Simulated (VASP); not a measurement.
Here is a VASP 6.6.1 calculation.

The input POSCAR:

```
SrO
1.0
    0.0000000000      2.5798927166      2.5798927166
    2.5798927166      0.0000000000      2.5798927166
    2.5798927166      2.5798927166      0.0000000000
Sr O
1 1
Direct
    0.5000000000      0.5000000000      0.5000000000
    0.0000000000      0.0000000000      0.0000000000
```

The input INCAR.step1:

```
SYSTEM = SrO
PREC = Accurate ; ENCUT = 520
EDIFF = 1E-5 ; ISMEAR = 0
SIGMA = 0.01 ; LREAL = .FALSE.
LASPH = .TRUE. ; NELM = 80
ALGO = Normal ; ISIF = 2
LWAVE = .TRUE. ; LCHARG = .FALSE.
GGA = PE ; NBANDS = 15
```

File INCAR.step2:

```
SYSTEM = SrO
PREC = Accurate ; ENCUT = 520
EDIFF = 1E-7 ; ISMEAR = 0
SIGMA = 0.01 ; LREAL = .FALSE.
LASPH = .TRUE. ; NELM = 80
ALGO = Normal ; ISIF = 2
LWAVE = .FALSE. ; LCHARG = .FALSE.
GGA = PE ; LHFCALC = .TRUE.
HFSCREEN = 0.2079 ; PRECFOCK = Normal
ISTART = 1 ; NBANDS = 15
```

Contents of KPOINTS:

```
regular mesh
0
G
  6 6 6
  0 0 0
```

Potentials or basis: VASP PAW PBE potentials, release 64 (Sr_sv, O).

Launch:

```console
$ cat potpaw_PBE.64/Sr_sv/POTCAR potpaw_PBE.64/O/POTCAR > POTCAR
$ cp INCAR.step1 INCAR
$ mpirun -np 1 vasp_std > vasp.out
$ cp INCAR.step2 INCAR
$ mpirun -np 1 vasp_std > vasp.out
```

Task: Estimate the pressure.

Result: 0.2 GPa.

Task: What does it give for the band gap on the k mesh?

Result: 4.74 eV (least direct gap 4.85 eV).

Caveat: the PAW data sets were made with another functional, which shifts forces and pressure a little. A k mesh can miss the band edges.
